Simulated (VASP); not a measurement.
A run of VASP 6.6.1 is set up as follows.

INCAR

```
SYSTEM = FePt
PREC = Accurate
ENCUT = 520
EDIFF = 1E-6
ISMEAR = 1
SIGMA = 0.1
LREAL = .FALSE.
LASPH = .TRUE.
NELM = 150
ALGO = Normal
ISIF = 2
LWAVE = .FALSE.
LCHARG = .FALSE.
ISPIN = 2
MAGMOM = 2.4 0
LORBIT = 11
LMAXMIX = 4
GGA = PE
NBANDS = 20
```

KPOINTS

```
Automatic mesh
0
G
  10 10 7
  0 0 0
```

Contents of POSCAR:

```
FePt
1.0
    2.7856206431      0.0000000000      0.0000000000
    0.0000000000      2.7856206431      0.0000000000
    0.0000000000      0.0000000000      3.8048499330
Fe Pt
1 1
Direct
    0.0000000000      0.0000000000      0.0000000000
    0.5000000000      0.5000000000      0.5000000000
```

Potentials or basis: VASP PAW PBE potentials, release 64 (Fe, Pt).

Run with:

```console
$ cat potpaw_PBE.64/Fe/POTCAR potpaw_PBE.64/Pt/POTCAR > POTCAR
$ mpirun -np 1 vasp_std > vasp.out
```

Task: Predict the pressure.

Result: -9.5 GPa.

Task: Estimate the net moment.

Result: 3.40 μB per cell.

Stress tensor (GPa, compression positive):
```
-9.55  0.00  0.00
 0.00 -9.55  0.00
 0.00  0.00 -9.43
```

Caveat: the cell stands under tension.
